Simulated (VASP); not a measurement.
Ge:

```xyz
2
Lattice="0.0000 2.8374 2.8374 2.8374 0.0000 2.8374 2.8374 2.8374 0.0000" Properties=species:S:1:pos:R:3 pbc="T T T"
Ge    0.0000    0.0000    0.0000
Ge    1.4187    1.4187    1.4187
```

Base run:

| Quantity | Value |
| --- | --- |
| Program | VASP 6.6.1 |
| Functional | PBE |
| Potentials or basis | VASP PAW PBE potentials, release 64 (Ge_d) |
| Cutoff | 520 eV |
| k mesh | 11 × 11 × 11 |
| Occupations | fermi-dirac, width 0.05 eV |
| Spin | no spin polarisation |

Its results: band gap on the k mesh zero (filled and empty bands touch); pressure 2.9 GPa.

Task: After a change of settings the same cell gave: band gap on the k mesh zero (filled and empty bands touch); pressure -0.4 GPa. Which change was it?
A. functional from PBE to LDA; potentials or basis from VASP PAW PBE potentials, release 64 (Ge_d) to VASP PAW LDA potentials, release 64 (Ge_d)
B. further incar settings from ALGO = Normal; EDIFF = 1e-06; NBANDS = 21 to ALGO = Normal; EDIFF = 1e-08; NBANDS = 21
C. functional from PBE to PBEsol

Result: C.

PBEsol binds more tightly than PBE, so the same cell stands under less pressure.

Caveats: the PAW data sets were made with another functional, which shifts forces and pressure a little (some runs).
